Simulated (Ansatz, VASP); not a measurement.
**Two plane-wave programs on MgO**

INCAR

```
PREC = Accurate ; ENCUT = 600
EDIFF = 1E-6 ; ISMEAR = 0
SIGMA = 0.05 ; LREAL = False
LASPH = True ; NELM = 120
ALGO = Normal ; ISIF = 2
LWAVE = False ; LCHARG = False
GGA = PE ; NBANDS = 11
GGA_COMPAT = False
```

The input KPOINTS:

```
Automatic mesh
0
Gamma
  10 10 10
```

The input POSCAR:

```
MgO
1.0
    0.0000000000      2.1272186771      2.1272186771
    2.1272186771      0.0000000000      2.1272186771
    2.1272186771      2.1272186771      0.0000000000
Mg O
1 1
Direct
    0.0066530921      0.0066530921     -0.0066530921
    0.4898929056      0.4898929056      0.5101070944
```

Input for Ansatz:

```yaml
crystal:
  lattice:
    - [0.0, 2.1272186771, 2.1272186771]
    - [2.1272186771, 0.0, 2.1272186771]
    - [2.1272186771, 2.1272186771, 0.0]
  atoms:
    - { symbol: Mg, position: [0.0066530921, 0.0066530921, -0.0066530921] }
    - { symbol: O, position: [0.4898929056, 0.4898929056, 0.5101070944] }
basis:
  ecutwfc: 520.0
kpoints:
  mp_grid: { grid: [10, 10, 10] }
hamiltonian:
  xc: pbe
  pseudopotentials: { kind: paw, azcp: { folder: soft_1 } }
scf:
  occupations: { method: gaussian, width: 0.05 }
output:
  forces: true
  stress: true
  eigenvalues: true
```

Change from the starting cell: mode 6 frozen in at -0.043 Å, equal normal strain along x, y and z +0.0000.

Alike in both runs: task single point; functional PBE; k mesh 10 × 10 × 10; occupations gaussian, width 0.05 eV; no spin polarisation.

|  | VASP | Ansatz |
| --- | --- | --- |
| version | VASP 6.6.1 | Ansatz 0.2.0 |
| potentials or method | VASP PAW PBE potentials, release 64 (Mg, O), cutoff 600 eV | scalar-relativistic, plane waves, PAW |
| valence electrons in the cell | 8 | 16 |

```tsv
	VASP	Ansatz	Ansatz less VASP
gap on the k mesh at the Fermi level (eV)	4.44	4.46	+0.020
least direct gap on the mesh (eV)	4.44	4.46	+0.020
pressure (GPa)	-0.6	0.5	+1.06
traceless stress, the component that is largest in VASP (GPa)	1.10	1.08	-0.014
rms of the force components (eV/Å)	0.204	0.202	-0.0022
```

Atom by atom the forces differ by 0.002 eV/Å (rms over components). VASP's potentials hold 8 valence electrons a cell and Ansatz's 16, so a difference there can come from the potentials and not from the codes.
